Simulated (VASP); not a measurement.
ZnCd2Te2: single point with PBE

System: ZnCd2Te2, a slab with vacuum.

```xyz
5
Lattice="4.6795 0.0000 0.0000 -2.3397 4.0525 0.0000 0.0000 0.0000 20.0807" Properties=species:S:1:pos:R:3 pbc="T T T"
Te    0.0000    0.0000    4.0000
Te    0.0000    2.7017    8.1068
Cd    0.0000    2.7017    4.9552
Cd    2.3397    1.3508    8.5807
Zn    4.6795    2.7017   12.3222
```

```yaml
Program: VASP 6.6.1
Task: single point
Functional: PBE
Potentials_or_basis: VASP PAW PBE potentials, release 64 (Te, Cd, Zn)
Cutoff: 520 eV
k_mesh: 6 × 6 × 1
Occupations: gaussian, width 0.05 eV
Spin: no spin polarisation
Dipole_correction: yes
Further_INCAR_settings: ALGO = Normal; EDIFF = 1e-06; NBANDS = 32
```

The largest force is 0.437 eV/Å and the band gap on the k mesh is zero (filled and empty bands touch).

Forces on the atoms (eV/Å):
```
Te   0.000  0.000  0.437
Te   0.000  0.000 -0.044
Cd   0.000  0.000 -0.430
Cd   0.000  0.000  0.037
Zn   0.000  0.000  0.000
```

Levels at points of the mesh, in eV from the Fermi level:
```tsv
k point	band 20	band 21	band 22	band 23	band 24	band 25	band 26	band 27	band 28	band 29
(0.00, 0.00, 0.00)	-1.88	-1.88	-1.47	-0.31	0.00	0.00	1.34	1.83	3.56	3.56
(0.50, 0.00, 0.00)	-2.97	-2.59	-2.02	-0.88	-0.73	0.63	1.09	2.07	2.35	3.03
```

Wall time 82 s on 1 thread of Intel(R) Xeon(R) 6975P-C (Granite Rapids), on a shared host, peak memory 0.51 GiB.

Caveat: spin-orbit coupling is left out, which moves the levels of the heavy elements.
